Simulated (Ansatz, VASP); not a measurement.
YS in VASP and in Ansatz

The input INCAR:

```
SYSTEM = YS
PREC     = Accurate       ! precision mode
ENCUT    = 520            ! plane-wave cutoff, eV
EDIFF    = 1E-6           ! SCF threshold, eV
ISMEAR   = 1              ! smearing method
SIGMA    = 0.15           ! smearing width, eV
LREAL    = .FALSE.        ! projectors in reciprocal space
LASPH    = .TRUE.         ! aspherical terms in the spheres
NELM     = 100            ! most SCF steps
ALGO     = Normal         ! electronic algorithm
ISIF     = 2              ! what is computed and relaxed
LWAVE    = .FALSE.        ! write WAVECAR
LCHARG   = .FALSE.        ! write CHGCAR
GGA      = CA             ! functional
NBANDS   = 16             ! bands
```

File KPOINTS:

```
regular mesh
0
G
  7 7 7
  0 0 0
```

The input POSCAR:

```
YS
1.0
    0.0000000000      2.6732687384      2.6732687384
    2.6732687384      0.0000000000      2.6732687384
    2.6732687384      2.6732687384      0.0000000000
Y S
1 1
Direct
    0.5000000000      0.5000000000      0.5000000000
    0.0000000000      0.0000000000      0.0000000000
```

Input for Ansatz:

```yaml
crystal:
  lattice:
    - [0.0, 2.673268738380965, 2.673268738380965]
    - [2.673268738380965, 0.0, 2.673268738380965]
    - [2.673268738380965, 2.673268738380965, 0.0]
  atoms:
    - { symbol: "Y", position: [0.5, 0.5, 0.5] }
    - { symbol: S, position: [0.0, 0.0, 0.0] }
basis:
  ecutwfc: 571.4391111657479
kpoints:
  mp_grid:
    grid: [7, 7, 7]
hamiltonian:
  xc: lda
  pseudopotentials:
    kind: paw
scf:
  occupations:
    method: cold
    width: 0.15
output:
  stress: true
```

Alike in both runs: task single point; functional LDA; k mesh 7 × 7 × 7; no spin polarisation.

|  | VASP | Ansatz |
| --- | --- | --- |
| version | VASP 6.6.1 | Ansatz 0.2.0 |
| potentials or method | VASP PAW LDA potentials, release 64 (Y_sv, S), cutoff 520 eV | plane waves, PAW |
| occupations | methfessel-paxton of order 1, width 0.15 eV | cold, width 0.15 eV |
| valence electrons in the cell | 17 | 17 |

```csv
,VASP,Ansatz,Ansatz less VASP
pressure (GPa),4.8,4.8,-0.03
```

LDA's correlation is that of Perdew and Zunger in VASP and of Perdew and Wang (1992) in Ansatz.
